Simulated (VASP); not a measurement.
HfCdSi: single point with LDA

HfCdSi:

```
CELL_PARAMETERS angstrom
3.58531 0.00000 0.00000
0.00000 3.58531 0.00000
0.00000 0.00000 9.22451
ATOMIC_POSITIONS crystal
Si 0.00000 0.00000 0.00000
Si 0.50000 0.50000 0.00000
Hf 0.00000 0.50000 0.22500
Hf 0.50000 0.00000 0.77500
Cd 0.00000 0.50000 0.63600
Cd 0.50000 0.00000 0.36400
```

* Program: VASP 6.6.1
* Task: single point
* Functional: LDA
* Potentials or basis: VASP PAW LDA potentials, release 64 (Si, Hf_pv, Cd)
* Cutoff: 520 eV
* k mesh: 9 × 9 × 4
* Occupations: methfessel-paxton, width 0.056 eV
* Spin: no spin polarisation
* Dipole correction: no
* Further INCAR settings: ALGO = Normal; EDIFF = 1e-06; NBANDS = 35

```yaml
Pressure: -1.4 GPa
Largest_force: 1.642 eV/Å
Band_gap_on_the_k_mesh: zero (bands 26 and 27 overlap by 1.34 eV)
```

Forces in eV/Å, atoms in the order of the input:
```
Si   0.000  0.000  0.000
Si   0.000  0.000  0.000
Hf   0.000  0.000 -0.846
Hf   0.000  0.000  0.846
Cd   0.000  0.000 -1.642
Cd   0.000  0.000  1.642
```

Stress tensor (GPa, compression positive):
```
-1.86  0.00  0.00
 0.00 -1.86  0.00
 0.00  0.00 -0.36
```

Levels at points of the mesh, in eV from the Fermi level:
```
           k point  band 24  band 25  band 26  band 27  band 28  band 29
(0.00, 0.00, 0.00)    -1.73    -1.14     0.01     1.29     1.29     2.54
(0.00, 0.00, 0.50)    -1.14    -0.84     0.76     1.07     1.07     2.56
```

Wall time 2.5 min on 1 thread of Intel(R) Xeon(R) Platinum 8488C (Sapphire Rapids), on a shared host, peak memory 0.3 GiB.

Caveat: spin-orbit coupling is left out, which moves the levels of the heavy elements; forces of over 1 eV/Å act on the atoms, so gaps and moduli don't describe the material at rest.
